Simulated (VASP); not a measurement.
Wanted: the native input for a VASP 6.6.1 run.

```yaml
Task: single point
Functional: PBEsol
Potentials_or_basis: VASP PAW PBE potentials, release 64 (Sr_sv, O_h)
Cutoff: 910 eV
k_mesh: 6 × 6 × 6
Occupations: gaussian, width 0.1 eV
Spin: no spin polarisation
Dipole_correction: no
Second_run: hard_potentials
Further_INCAR_settings: ALGO = Normal; EDIFF = 1e-06; NBANDS = 15
```

The structure of SrO lies in POSCAR:

```
SrO
1.0
    0.0000000000      2.4759652423      2.4759652423
    2.4759652423      0.0000000000      2.4759652423
    2.4759652423      2.4759652423      0.0000000000
Sr O
1 1
Direct
    0.0000000000      0.0000000000      0.0000000000
    0.5000000000      0.5000000000      0.5000000000
```

This cell differs from its parent crystal: Mg replaced by Sr, lengths x 1.157, strained.

One way to write it, as run:

INCAR

```
PREC = Accurate
ENCUT = 910
EDIFF = 1E-6
ISMEAR = 0
SIGMA = 0.1
LREAL = F
LASPH = T
NELM = 120
ALGO = Normal
ISIF = 2
LWAVE = F
LCHARG = T
GGA = PS
LELF = T
LVHAR = T
NBANDS = 15
GGA_COMPAT = F
```

KPOINTS

```
regular mesh
0
Gamma
  6 6 6
```

Potentials or basis: VASP PAW PBE potentials, release 64 (Sr_sv, O_h).

The run is started by

```console
$ cat potpaw_PBE.64/Sr_sv/POTCAR potpaw_PBE.64/O_h/POTCAR > POTCAR
$ mpirun -np 1 vasp_std > vasp.out
```

It gave:

- Pressure: 12.8 GPa
- Band gap on the k mesh: 3.03 eV, direct

Caveat: the cell differs from its parent crystal (Mg replaced by Sr, lengths x 1.157, strained); the cutoff is under 1.25 times the usual one of these potentials, so pressure, stress and relaxed cells hold a basis-set (Pulay) error; the PAW data sets were made with another functional, which shifts forces and pressure a little.

It took 18 s on 1 thread of Intel(R) Xeon(R) Platinum 8375C CPU @ 2.90GHz (Ice Lake), on a shared host, peak memory 0.22 GiB.
